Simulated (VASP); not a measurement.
Runs of VASP 6.6.1 on ZnO. The structure is that of space group P6_3/mmc (No. 194), or close to it. The cells are those of the table. 

| level | potentials or basis | cell | gap on the mesh (eV) | pressure (GPa) |
| --- | --- | --- | --- | --- |
| PBEsol | VASP PAW PBE potentials, release 64 (Zn, O) | a = 3.310, b = 3.310, c = 7.178 Å, angles 90.0, 90.0, 120.0°, 4 atoms | 0.75 | -5.4 |
| PBE | VASP PAW PBE potentials, release 64 (Zn, O) | a = 3.288, b = 3.288, c = 7.130 Å, angles 90.0, 90.0, 120.0°, 4 atoms | 0.82 | (a) |
| LDA | VASP PAW LDA potentials, release 64 (Zn, O) | a = 3.221, b = 3.221, c = 6.985 Å, angles 90.0, 90.0, 120.0°, 4 atoms | 0.76 | -1.8 |
| PBE | VASP PAW PBE potentials, release 64 (Zn, O) | a = 3.221, b = 3.221, c = 6.985 Å, angles 90.0, 90.0, 120.0°, 4 atoms | 0.82 | (b) |
| LDA | VASP PAW LDA potentials, release 64 (Zn, O) | a = 3.288, b = 3.288, c = 7.130 Å, angles 90.0, 90.0, 120.0°, 4 atoms | 0.76 | (c) |
| PBE | VASP PAW PBE potentials, release 64 (Zn, O) | a = 3.352, b = 3.352, c = 7.270 Å, angles 90.0, 90.0, 120.0°, 4 atoms | 0.82 | -4.6 |
| PBE | VASP PAW PBE potentials, release 64 (Zn, O) | a = 3.244, b = 3.244, c = 7.034 Å, angles 90.0, 90.0, 120.0°, 4 atoms | 0.82 | 4.2 |
| PBE | VASP PAW PBE potentials, release 64 (Zn, O) | a = 3.310, b = 3.310, c = 7.178 Å, angles 90.0, 90.0, 120.0°, 4 atoms | 0.82 | -1.6 |

Alike in all rows: task single point; no spin polarisation; k mesh 9 × 9 × 4; cutoff (eV) 520; smearing fermi-dirac 0.05 eV.

Task: Fill in the values left out.

Result: (a) 0.1; (b) 6.5; (c) -7.4.

Caveats: the PAW data sets were made with another functional, which shifts forces and pressure a little (some runs).

A k mesh can miss the band edges.
